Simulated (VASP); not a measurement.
Wanted: the native input for a VASP 6.6.1 run.

```yaml
Task: single point
Functional: PBE
Potentials_or_basis: VASP PAW PBE potentials, release 64 (Na_pv, I)
Cutoff: 500 eV
k_mesh: 10 × 10 × 10
Occupations: gaussian, width 0.05 eV
Spin: no spin polarisation
Dipole_correction: no
Further_INCAR_settings: ALGO = Normal; EDIFF = 1e-06; NBANDS = 14
```

The structure of NaI lies in POSCAR:

```
NaI
1.0
    0.0000000000      3.2645370399      3.2645370399
    3.2645370399      0.0000000000      3.2645370399
    3.2645370399      3.2645370399      0.0000000000
Na I
1 1
Direct
    0.0000000000      0.0000000000      0.0000000000
    0.5000000000      0.5000000000      0.5000000000
```

One way to write it, as run:

INCAR

```
SYSTEM = NaI
ALGO = Normal
EDIFF = 1E-6
ENCUT = 500
GGA = PE
GGA_COMPAT = .False.
ISIF = 2
ISMEAR = 0
LASPH = .True.
LCHARG = .False.
LREAL = .False.
LWAVE = .False.
NBANDS = 14
NELM = 120
PREC = Accurate
SIGMA = 0.05
```

KPOINTS

```
k-points
0
Gamma
  10 10 10
  0 0 0
```

Potentials or basis: VASP PAW PBE potentials, release 64 (Na_pv, I).

Command:

```bash
$ cat potpaw_PBE.64/Na_pv/POTCAR potpaw_PBE.64/I/POTCAR > POTCAR
$ mpirun -np 1 vasp_std > vasp.out
```

Results of the run:

The pressure is 0.0 GPa and the band gap on the k mesh is 3.57 eV.

Caveat: spin-orbit coupling is left out, which moves the levels of the heavy elements.

Wall time 61 s on 1 thread of Intel Xeon 8259CL, with other jobs on the host, peak memory 0.22 GiB.
